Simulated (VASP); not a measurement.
# H in VASP: a series of runs

H is run at these levels: PBE+D3(BJ); tasks: single point.

All numbers are computed with VASP 6.6.1; they aren't measurements. Logs are shortened: lines on timing, memory, paths and dates and some standing lists are left out, and cuts for length are marked.

## Step 1: The cell of the first run

The cell holds a disordered packing, 24 atoms: a = 7.114 Å, b = 7.114 Å, c = 7.114 Å, α = 90.00°, β = 90.00°, γ = 90.00°.

## Step 2: Single point, PBE+D3(BJ)

INCAR

```
PREC     = Accurate       # precision mode
ENCUT    = 400            # plane-wave cutoff, eV
EDIFF    = 1E-6           # SCF threshold, eV
ISMEAR   = -1             # smearing method
SIGMA    = 0.05           # smearing width, eV
LREAL    = False          # projectors in reciprocal space
LASPH    = True           # aspherical terms in the spheres
NELM     = 120            # most SCF steps
ALGO     = Normal         # electronic algorithm
ISIF     = 2              # what is computed and relaxed
LWAVE    = False          # write WAVECAR
LCHARG   = False          # write CHGCAR
GGA      = PE             # functional
IVDW     = 12             # dispersion correction
NBANDS   = 30             # bands
GGA_COMPAT= False
```

KPOINTS

```
regular mesh
0
Gamma
  1 1 1
```

POSCAR

```
H
1.0
    7.1137870000      0.0000000000      0.0000000000
    0.0000000000      7.1137870000      0.0000000000
    0.0000000000      0.0000000000      7.1137870000
H
24
Direct
    0.1330233812      0.4741075323      0.5401623636
    0.1370015717      0.5238700568      0.6357373365
    0.8971030479      0.9810245935      0.1231833340
    0.9953348336      0.9827536304      0.0804915863
    0.5309830053      0.3912543347      0.6068075977
    0.5478516576      0.4870542230      0.5655637426
    0.9109494001      0.6634300408      0.9440822448
    0.9917783594      0.6695308701      0.8763264911
    0.9382906742      0.3438674787      0.3167230056
    0.8877128314      0.2427820794      0.3239624689
    0.0116534274      0.9327099617      0.5571715881
   -0.0720432029      0.9514482230      0.6258691749
    0.2025362862      0.2182241329     -0.0357474858
    0.1356661368      0.1464761315     -0.0892913999
    0.2708262139      0.5124415448      0.9177671471
    0.3606377306      0.4649984600      0.8917472508
    0.4812064235      0.9451084212      0.9379954727
    0.4211540211      0.8867007123      0.8763405483
    0.7466908975      0.3206309101      0.9723231803
    0.7525668115      0.3224442902      0.8673298765
    0.5992588758      0.7685920312      0.2649081284
    0.6417819370      0.7507112597      0.1746327238
    0.2987157192      0.3124777281      0.2783889931
    0.3720802998      0.3268020254      0.2038717212
```

Potentials or basis: VASP PAW PBE potentials, release 64 (H).

Started as:

```bash
> cat potpaw_PBE.64/H/POTCAR > POTCAR
> mpirun -np 1 vasp_gam > vasp.out
```

OUTCAR:

```text
PREC = Accurate
   ENCUT = 400
   EDIFF = 1E-6
   ISMEAR = -1
   LREAL = False
   LASPH = True
   NELM = 120
   ISIF = 2
   GGA = PE
   IVDW = 12
 IVDW          = 12

 ion  position               nearest neighbor table
   1  0.133  0.474  0.540-   2 0.77
   2  0.137  0.524  0.636-   1 0.77
   3  0.897  0.981  0.123-   4 0.76
   4  0.995  0.983  0.080-   3 0.76
   5  0.531  0.391  0.607-   6 0.75
   6  0.548  0.487  0.566-   5 0.75
[... 16 lines left out ...]
  23  0.299  0.312  0.278-  24 0.75
  24  0.372  0.327  0.204-  23 0.75

  LATTYP: Found a simple cubic cell.
 ALAT       =     7.1137870000

  Lattice vectors:

 A1 = (   7.1137870000,   0.0000000000,   0.0000000000)
 A2 = (   0.0000000000,   7.1137870000,   0.0000000000)
 A3 = (   0.0000000000,   0.0000000000,   7.1137870000)

Analysis of symmetry for initial positions (statically):
=====================================================================
 Subroutine PRICEL returns:
 Original cell was already a primitive cell.

 Routine SETGRP: Setting up the symmetry group for a
 simple cubic supercell.

 Subroutine GETGRP returns: Found  1 space group operations
 (whereof  1 operations were pure point group operations)
 out of a pool of 48 trial point group operations.

The static configuration has the point symmetry C_1 .

Analysis of symmetry for dynamics (positions and initial velocities):
=====================================================================
 Subroutine PRICEL returns:
 Original cell was already a primitive cell.

 Routine SETGRP: Setting up the symmetry group for a
 simple cubic supercell.

 Subroutine GETGRP returns: Found  1 space group operations
 (whereof  1 operations were pure point group operations)
 out of a pool of 48 trial point group operations.

The dynamic configuration has the point symmetry C_1 .

 Subroutine INISYM returns: Found  1 space group operations
 (whereof  1 operations are pure point group operations),
 and found     1 'primitive' translations

----------------------------------------------------------------------------------------

                                     Primitive cell

  volume of cell :     360.0001

  direct lattice vectors                    reciprocal lattice vectors
     7.113787000  0.000000000  0.000000000     0.140572103  0.000000000  0.000000000
     0.000000000  7.113787000  0.000000000     0.000000000  0.140572103  0.000000000
     0.000000000  0.000000000  7.113787000     0.000000000  0.000000000  0.140572103

  length of vectors
     7.113787000  7.113787000  7.113787000     0.140572103  0.140572103  0.140572103

  position of ions in fractional coordinates (direct lattice)
     0.133023381  0.474107532  0.540162364
     0.137001572  0.523870057  0.635737337
     0.897103048  0.981024594  0.123183334
     0.995334834  0.982753630  0.080491586
     0.530983005  0.391254335  0.606807598
     0.547851658  0.487054223  0.565563743
[... 16 lines left out ...]
     0.298715719  0.312477728  0.278388993
     0.372080300  0.326802025  0.203871721

  ion indices of the primitive-cell ions
   primitive index   ion index
                 1           1
                 2           2
                 3           3
                 4           4
                 5           5
                 6           6
[... 16 lines left out ...]
                23          23
                24          24

----------------------------------------------------------------------------------------

 KPOINTS: regular mesh

Automatic generation of k-mesh.
 Grid dimensions read from file:
 generate k-points for:    1    1    1

 Generating k-lattice:

  Cartesian coordinates                     Fractional coordinates (reciprocal lattice)
     0.140572103  0.000000000  0.000000000     1.000000000  0.000000000  0.000000000
     0.000000000  0.140572103  0.000000000     0.000000000  1.000000000  0.000000000
     0.000000000  0.000000000  0.140572103     0.000000000  0.000000000  1.000000000

  Length of vectors
     0.140572103  0.140572103  0.140572103

  Shift w.r.t. Gamma in fractional coordinates (k-lattice)
     0.000000000  0.000000000  0.000000000

 Subroutine IBZKPT returns following result:
 ===========================================

 Found      1 irreducible k-points:

 Following reciprocal coordinates:
            Coordinates               Weight
  0.000000  0.000000  0.000000      1.000000
   k-points           NKPTS =      1   k-points in BZ     NKDIM =      1   number of bands    NBANDS=     30
   number of dos      NEDOS =    301   number of ions     NIONS =     24
   total plane-waves  NPLWV = 110592
   dimension x,y,z NGX =    48 NGY =   48 NGZ =   48
   dimension x,y,z NGXF=    96 NGYF=   96 NGZF=   96
   ions per type =              24
   NGX,Y,Z   is equivalent  to a cutoff of  11.22, 11.22, 11.22 a.u.
   NGXF,Y,Z  is equivalent  to a cutoff of  22.43, 22.43, 22.43 a.u.
 SYSTEM =  unknown system
   PREC   = accura    normal or accurate (medium, high low for compatibility)
   ISTART =      0    job   : 0-new  1-cont  2-samecut
   ICHARG =      2    charge: 1-file 2-atom 10-const
   ISPIN  =      1    spin polarized calculation?
   LNONCOLLINEAR =      F non collinear calculations
   LSORBIT =      F    spin-orbit coupling
   LASPH  =      T    aspherical Exc in radial PAW
   ENCUT  =  400.0 eV  29.40 Ry    5.42 a.u.  11.60 11.60 11.60*2*pi/ulx,y,z
   NELM   =    120;   NELMIN=  2; NELMDL= -5     # of ELM steps
   EDIFF  = 0.1E-05   stopping-criterion for ELM
   LREAL  =      F    real-space projection
   EDIFFG = 0.1E-04   stopping-criterion for IOM
   NSW    =      0    number of steps for IOM
   IBRION =     -1    ionic relax: 0-MD 1-quasi-New 2-CG
   NFREE  =      0    steps in history (QN), initial steepest desc. (CG)
   ISIF   =      2    stress and relaxation
   ISYM   =      2    0-nonsym 1-usesym 2-fastsym
   POTIM  = 0.5000    time-step for ionic-motion
   TEBEG  =    0.0;   TEEND  =   0.0 temperature during run
   PSTRESS=    0.0 pullay stress
   NELECT =      24.0000    total number of electrons
   NUPDOWN=      -1.0000    fix difference up-down
   EMIN   =  10.00;   EMAX   =-10.00  energy-range for DOS
   EFERMI =   0.00;   METHOD = LEGACY
   ISMEAR =    -1;   SIGMA  =   0.05  broadening in eV -4-tet -1-fermi 0-gaus
   EFERMI_NEDOS =   21; number of points for ismear=-14 and -15
   IALGO  =     38    algorithm
   IMIX   =      4    mixing-type and parameters
     AMIX     =   0.40;   BMIX     =  1.00
     AMIX_MAG =   1.60;   BMIX_MAG =  1.00
  volume/ion in A,a.u.               =      15.00       101.23
  Fermi-wavevector in a.u.,A,eV,Ry     =   0.663811  1.254421  5.995338  0.440645
  Thomas-Fermi vector in A             =   1.737305
   LORBIT       =      0    0 simple, 1 ext, 2 COOP (PROOUT), +10 PAW based schemes
   GGA     = PE    functional components
   LHFCALC =     F    Hartree Fock is set to
   AEXX    =    0.0000 exact exchange contribution
   IVDW    =    12    specifies the selected vdW correction
   LEPSILON=     F    determine dielectric tensor
   LRPA    =     F    only Hartree local field effects (RPA)
 non-spin polarized calculation
  energy-cutoff  :      400.00
  volume of cell :      360.00
 maximum number of plane-waves:      3310
 NGX is ok and might be reduce to    48
   NGX = 23   NGY = 23   NGZ = 23

 number of electron      23.9999999 magnetization

 Free energy of the ion-electron system (eV)
  ---------------------------------------------------
  ext. energy  EPLUGINS =         0.00000000
  ---------------------------------------------------
  free energy    TOTEN  =       -80.81329120 eV

  energy without entropy =      -80.81329120  energy(sigma->0) =      -80.81329120

 E-fermi :  -6.8140     XC(G=0):  -4.6451

 val. band max:       -8.0265206547   @ k =   0.0000   0.0000   0.0000
 cond. band min:       0.2563206061   @ k =   0.0000   0.0000   0.0000
 fundamental gap:      8.2828412608
 Fermi energy:        -6.8139853666

 k-point     1 :       0.0000    0.0000    0.0000
  band No.  band energies     occupation
      1     -10.7371      2.00000
      2      -9.8092      2.00000
      3      -9.5601      2.00000
      4      -9.4787      2.00000
      5      -9.3816      2.00000
      6      -9.2757      2.00000
[... 16 lines left out ...]
     23       2.9673      0.00000
     24       3.2232      0.00000
 [bands above 24 left out]

------------------------ aborting loop because EDIFF is reached ----------------------------------------

 Edisp (eV)   -0.37045

 E8    (eV) :    -0.0660

  FORCE on cell =-STRESS in cart. coord.  units (eV):
  Direction    XX          YY          ZZ          XY          YZ          ZX
  --------------------------------------------------------------------------------------
  -------------------------------------------------------------------------------------
  Total      -1.76704    -1.89318    -0.61440    -0.52130    -0.27478     0.11599
  in kB      -7.86420    -8.42558    -2.73438    -2.32004    -1.22291     0.51623
  external pressure =       -6.34 kB  Pullay stress =        0.00 kB

 VOLUME and BASIS-vectors are now :
 -----------------------------------------------------------------------------
  energy-cutoff  :      400.00
  volume of cell :      360.00
      direct lattice vectors                 reciprocal lattice vectors
     7.113787000  0.000000000  0.000000000     0.140572103  0.000000000  0.000000000
     0.000000000  7.113787000  0.000000000     0.000000000  0.140572103  0.000000000
     0.000000000  0.000000000  7.113787000     0.000000000  0.000000000  0.140572103

 POSITION                                       TOTAL-FORCE (eV/Angst)
 -----------------------------------------------------------------------------------
      0.94630      3.37270      3.84260         0.005447      0.255744      0.438272
      0.97460      3.72670      4.52250        -0.021604     -0.263567     -0.523648
      6.38180      6.97880      0.87630         0.339370     -0.046074     -0.124130
      7.08060      6.99110      0.57260        -0.452537     -0.035103      0.241483
      3.77730      2.78330      4.31670         0.023019      0.038508     -0.040875
      3.89730      3.46480      4.02330         0.017955     -0.045789      0.001991
[... 16 lines left out ...]
      2.12500      2.22290      1.98040         0.040905     -0.007624      0.034124
      2.64690      2.32480      1.45030         0.011509      0.023248      0.057601
 -----------------------------------------------------------------------------------
    total drift:                                0.000277      0.000374      0.000424

  FREE ENERGIE OF THE ION-ELECTRON SYSTEM (eV)
  ---------------------------------------------------
  free  energy   TOTEN  =       -81.1837447162 eV

  energy  without entropy=      -81.1837447161  energy(sigma->0) =      -81.18374472
```

Wall time 34 s (1 thread of Intel Xeon 8259CL, shared host); peak memory 0.32 GiB.

Results:

```
Free energy                : -81.1837 eV
Pressure                   : -0.6 GPa
Largest force              : 1.516 eV/Å
Dispersion energy per atom : -0.015 eV
```

Forces in eV/Å, atoms in the order of the input:
```
H    0.005  0.256  0.438
H   -0.022 -0.264 -0.524
H    0.339 -0.046 -0.124
H   -0.453 -0.035  0.241
H    0.023  0.039 -0.041
H    0.018 -0.046  0.002
H    0.056 -0.030 -0.039
H   -0.080 -0.005  0.030
H   -0.712 -1.306  0.099
H    0.676  1.355 -0.081
H   -0.706  0.165  0.565
H    0.700 -0.155 -0.574
H   -0.823 -0.889 -0.691
H    0.786  0.841  0.531
H   -0.019  0.122  0.084
H    0.164  0.069 -0.029
H    0.203  0.201  0.184
H   -0.195 -0.209 -0.233
H   -0.011 -0.029  0.091
H   -0.012  0.000 -0.077
H   -0.445  0.168  0.999
H    0.453 -0.218 -0.944
H    0.041 -0.008  0.034
H    0.012  0.023  0.058
```

Caveat: the k points lie up to 0.88 Å⁻¹ apart.

## Step 3: Single point, PBE+D3(BJ)

INCAR

```
PREC = Accurate ; ENCUT = 400
EDIFF = 1E-6 ; ISMEAR = -1
SIGMA = 0.05 ; LREAL = F
LASPH = T ; NELM = 120
ALGO = Normal ; ISIF = 2
LWAVE = F ; LCHARG = T
GGA = PE ; IVDW = 12
LELF = T ; LVHAR = T
NBANDS = 30 ; GGA_COMPAT = F
```

KPOINTS is that of step 2.

POSCAR

```
H
1.0
    7.1137870000      0.0000000000      0.0000000000
    0.0000000000      7.1137870000      0.0000000000
    0.0000000000      0.0000000000      7.1137870000
H
24
Direct
    0.2366953073      0.5019689232      0.6178003362
    0.1645818184      0.4924521918      0.5458274193
    0.9386702188      1.0574536460      0.2154548625
    1.0197100363      0.9930153939      0.1837277388
    0.6711193349      0.4655748057      0.6027028923
    0.6327712652      0.4032029635      0.6804814370
    1.0650023679      0.6897873102      0.9001675198
    0.9935355107      0.7530025850      0.9526993147
    0.7899168193      0.3610594470      0.3487875024
    0.8520356317      0.3537496976      0.4277749671
   -0.1669012581      1.0602932025      0.6405870741
   -0.1108129889      0.9968389551      0.5712428556
    0.1904470854      0.1629933536     -0.1253200300
    0.1548401716      0.1329812096     -0.2176759017
    0.4718583787      0.5797334106      0.9968248979
    0.4080527010      0.5143673827      0.9333003645
    0.4525016001      0.9717468347      0.9332019640
    0.4803208193      0.8722780145      0.9315432132
    0.8419425546      0.3533139241      0.9390075919
    0.7937544377      0.4419165207      0.9667705823
    0.6702337306      0.7131503937      0.1432851447
    0.7485745637      0.6540819960      0.1686724666
    0.3147549962      0.2602833062      0.2471538718
    0.3350536079      0.1600975683      0.2296948166
```

Potentials or basis: VASP PAW PBE potentials, release 64 (H).

Started as:

```bash
> cat potpaw_PBE.64/H/POTCAR > POTCAR
> mpirun -np 1 vasp_gam > vasp.out
```

It took 41 s on 1 thread of Intel Xeon 8259CL, shared host; peak memory 0.33 GiB.

The run converged. Its results:

```yaml
Free_energy: -81.1821 eV
Pressure: -0.2 GPa
Largest_force: 1.299 eV/Å
Dispersion_energy_per_atom: -0.015 eV
```

Forces on the atoms (eV/Å):
```
H    0.589  0.077  0.562
H   -0.588 -0.072 -0.589
H    0.454 -0.376 -0.180
H   -0.490  0.357  0.171
H   -0.278 -0.188  0.359
H    0.035  0.285 -0.191
H   -0.459  0.436  0.347
H    0.509 -0.412 -0.373
H   -0.650  0.067 -1.123
H    0.842 -0.127  0.800
H    0.416 -0.511 -0.523
H   -0.441  0.473  0.540
H    0.158  0.176  0.460
H   -0.176 -0.125 -0.449
H   -0.764 -0.791 -0.688
H    0.610  0.667  0.669
H   -0.119  0.536  0.011
H    0.155 -0.479 -0.033
H    0.126 -0.232  0.005
H   -0.054  0.081  0.062
H   -0.809  0.717 -0.190
H    0.872 -0.595  0.342
H   -0.055  0.454  0.076
H    0.116 -0.419 -0.067
```

Stress tensor (GPa, compression positive):
```
-0.19 -0.18  0.47
-0.18 -0.27 -0.18
 0.47 -0.18 -0.02
```

Levels at points of the mesh, in eV from the Fermi level:
```tsv
k point	band 8	band 9	band 10	band 11	band 12	band 13	band 14	band 15	band 16	band 17
(0.00, 0.00, 0.00)	-1.83	-1.77	-1.59	-1.54	-1.21	7.52	7.88	8.15	8.46	8.59
```

Caveat: the k points lie up to 0.88 Å⁻¹ apart.

## Step 4: Single point, PBE+D3(BJ)

INCAR

```
SYSTEM = H
  PREC = Accurate
  ENCUT = 400
  EDIFF = 1E-6
  ISMEAR = -1
  SIGMA = 0.05
  LREAL = .FALSE.
  LASPH = .TRUE.
  NELM = 120
  ALGO = Normal
  ISIF = 2
  LWAVE = .FALSE.
  LCHARG = .TRUE.
  GGA = PE
  IVDW = 12
  LELF = .TRUE.
  LVHAR = .TRUE.
  NBANDS = 30
  GGA_COMPAT = .FALSE.
```

KPOINTS

```
Automatic mesh
0
G
  1 1 1
  0 0 0
```

POSCAR

```
H
1.0
    7.1137870000      0.0000000000      0.0000000000
    0.0000000000      7.1137870000      0.0000000000
    0.0000000000      0.0000000000      7.1137870000
H
24
Direct
    0.2429507659      0.5211429580      0.5686422717
    0.2260258847      0.5252195490      0.4599800359
    1.0151555002      1.0799873541      0.2033797188
    0.9486086665      1.0140590378      0.2505416595
    0.5646359668      0.4487904965      0.7076259101
    0.6654261647      0.4743465049      0.6929501825
    1.0645103656      0.7977747998      0.9886436015
    1.0708501674      0.8080927922      0.8782101573
    0.8958097846      0.3920837101      0.4519814833
    0.8410569504      0.4122558069      0.3617060786
   -0.2836323325      0.9774540621      0.6210756662
   -0.2480394760      1.0685728994      0.6696152134
    0.0845119484      0.2076812252     -0.1743375223
    0.1153394106      0.1333748115     -0.2454107777
    0.3001214402      0.5124837165      0.9900774370
    0.3984656836      0.5455603324      0.9967967835
    0.4315141851      0.9419736633      0.8691854282
    0.4814032245      0.9006735793      0.9511951932
    0.9177390327      0.3752572294      1.0276242457
    0.9919329887      0.3156406004      1.0818569631
    0.7746225744      0.8099061723      0.1899550830
    0.7538460176      0.6977296340      0.1912624036
    0.4120730632      0.2223710100      0.2162842379
    0.3308364448      0.1950437931      0.1577921858
```

Started as:

```bash
> cat potpaw_PBE.64/H/POTCAR > POTCAR
> mpirun -np 1 vasp_gam > vasp.out
```

Wall time 39 s (1 thread of Intel Xeon 8259CL, shared host); peak memory 0.32 GiB.

The run converged. Its results:

```yaml
Free_energy: -81.2052 eV
Pressure: -0.9 GPa
Largest_force: 1.606 eV/Å
Dispersion_energy_per_atom: -0.015 eV
```

Forces in eV/Å, atoms in the order of the input:
```
H   -0.134  0.046 -0.946
H    0.151 -0.033  0.953
H    0.102  0.030 -0.004
H   -0.062 -0.099  0.143
H   -0.104 -0.026  0.040
H    0.111  0.028 -0.015
H    0.054  0.074 -1.188
H   -0.085 -0.139  1.147
H   -0.242  0.076 -0.377
H    0.234 -0.093  0.432
H    0.270  0.669  0.342
H   -0.248 -0.679 -0.384
H    0.162 -0.309 -0.362
H   -0.084  0.297  0.221
H   -0.311 -0.079 -0.017
H    0.311  0.121  0.007
H   -0.102  0.086 -0.168
H    0.108 -0.091  0.178
H    0.566 -0.352  0.391
H   -0.655  0.596 -0.442
H   -0.329 -1.572  0.002
H    0.255  1.491 -0.007
H    0.310  0.099  0.272
H   -0.277 -0.142 -0.214
```

Stress tensor (GPa, compression positive):
```
-0.37  0.04 -0.33
 0.04 -1.08 -0.06
-0.33 -0.06 -1.25
```

Levels at points of the mesh, in eV from the Fermi level:
```tsv
k point	band 8	band 9	band 10	band 11	band 12	band 13	band 14	band 15	band 16	band 17
(0.00, 0.00, 0.00)	-1.77	-1.58	-1.56	-1.49	-1.23	7.57	7.74	7.98	8.09	8.40
```

Caveat: the k points lie up to 0.88 Å⁻¹ apart.

(Continued in part 2 of 2.)
